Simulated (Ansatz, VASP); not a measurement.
PbS in VASP and in Ansatz

Contents of INCAR:

```
PREC     = Accurate       # precision mode
ENCUT    = 600            # plane-wave cutoff, eV
EDIFF    = 1E-7           # SCF threshold, eV
ISMEAR   = -1             # smearing method
SIGMA    = 0.05           # smearing width, eV
LREAL    = F              # projectors in reciprocal space
LASPH    = T              # aspherical terms in the spheres
NELM     = 100            # most SCF steps
ALGO     = Normal         # electronic algorithm
ISIF     = 3              # what is computed and relaxed
LWAVE    = F              # write WAVECAR
LCHARG   = F              # write CHGCAR
GGA      = PS             # functional
IVDW     = 12             # dispersion correction
IBRION   = 2              # ionic algorithm
NSW      = 60             # ionic steps
EDIFFG   = -0.01          # ionic threshold
```

KPOINTS

```
regular mesh
0
Gamma
  8 8 8
```

POSCAR

```
PbS
1.0
    2.1126617058      1.2197458045      3.4519162518
   -2.1126617058      1.2197458045      3.4519162518
    0.0000000000     -2.4394916091      3.4519162518
Pb S
1 1
Direct
    0.9805657800      0.9805657800      0.9805657800
    0.4750355500      0.4750355500      0.4750355500
```

File input.yaml:

```yaml
crystal:
  lattice:
    - [2.1126617058, 1.2197458045, 3.4519162518]
    - [-2.1126617058, 1.2197458045, 3.4519162518]
    - [0.0, -2.4394916091, 3.4519162518]
  atoms:
    - { symbol: Pb, position: [0.98056578, 0.98056578, 0.98056578] }
    - { symbol: S, position: [0.47503555, 0.47503555, 0.47503555] }
hamiltonian:
  xc: pbesol
  pseudopotentials: { kind: paw }
  dispersion: d3bj
kpoints:
  mp_grid: { grid: [8, 8, 8] }
scf:
  occupations: { method: fermi_dirac, width: 0.05 }
output:
  forces: true
  stress: true
  eigenvalues: true
relax:
  f_tol: 0.01
  max_steps: 40
  cell: { stress_tol: 0.05 }
```

Alike in both runs: task relaxation of cell and atoms; functional PBEsol; dispersion D3(BJ); k mesh 8 × 8 × 8; occupations fermi-dirac, width 0.05 eV; no spin polarisation.

```csv
,VASP,Ansatz
version,VASP 6.6.1,Ansatz 0.2.0
potentials or method,"VASP PAW PBE potentials, release 64 (Pb_d, S)",Ansatz PAW
plane-wave cutoff (eV),600,420
valence electrons in the cell,20,20
```

```csv
,VASP,Ansatz,Ansatz less VASP
"gap on the k mesh at the Fermi level, each at its own relaxed structure (eV)",0.06,0.04,-0.017
relaxed volume (Å³/atom),24.80,24.78,-0.029
relaxed cell length with the largest relative difference (Å),4.125,4.123,-0.0021
```

VASP's potentials were made for PBE, not for PBEsol.

Spin-orbit coupling is off throughout. Noted on Ansatz's run: the plane-wave basis is chosen anew once the cell has moved, so the energies of steps on either side of that aren't comparable.
